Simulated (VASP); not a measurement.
MgO (sol): single point with PBEsol

Crystal: MgO (sol).

```
Mg O
1.0
     0.00000    2.12450    2.12450
     2.12450    0.00000    2.12450
     2.12450    2.12450    0.00000
Mg O
1 1
Direct
  0.00000 0.00000 0.00000
  0.50000 0.50000 0.50000
```

```json
{
 "Program": "VASP 6.6.1",
 "Task": "single point",
 "Functional": "PBEsol",
 "Potentials or basis": "VASP PAW PBE potentials, release 64 (Mg, O)",
 "Cutoff": "520 eV",
 "k mesh": "8 × 8 × 8",
 "Occupations": "gaussian, width 0.1 eV",
 "Spin": "no spin polarisation"
}
```

The pressure is -4.2 GPa. The band gap on the k mesh is 4.39 eV, direct.

Levels at points of the mesh, in eV from the valence-band top:
```
           k point  band 1  band 2  band 3  band 4  band 5  band 6  band 7  band 8
(0.00, 0.00, 0.00)  -17.07    0.00    0.00    0.00    4.39   15.49   15.49   15.49
(0.50, 0.00, 0.00)  -15.82   -4.57   -0.63   -0.63    7.58   12.21   15.91   15.91
(0.50, 0.50, 0.00)  -15.57   -4.04   -1.33   -1.33    8.89    9.60   12.70   18.45
```

Wall time 6.2 s on 1 thread of Intel Xeon 6975P-C, with other jobs on the host, peak memory 0.14 GiB.

Caveat: the PAW data sets were made with another functional, which shifts forces and pressure a little. As with any semilocal functional, this PBEsol gap is likely too small.
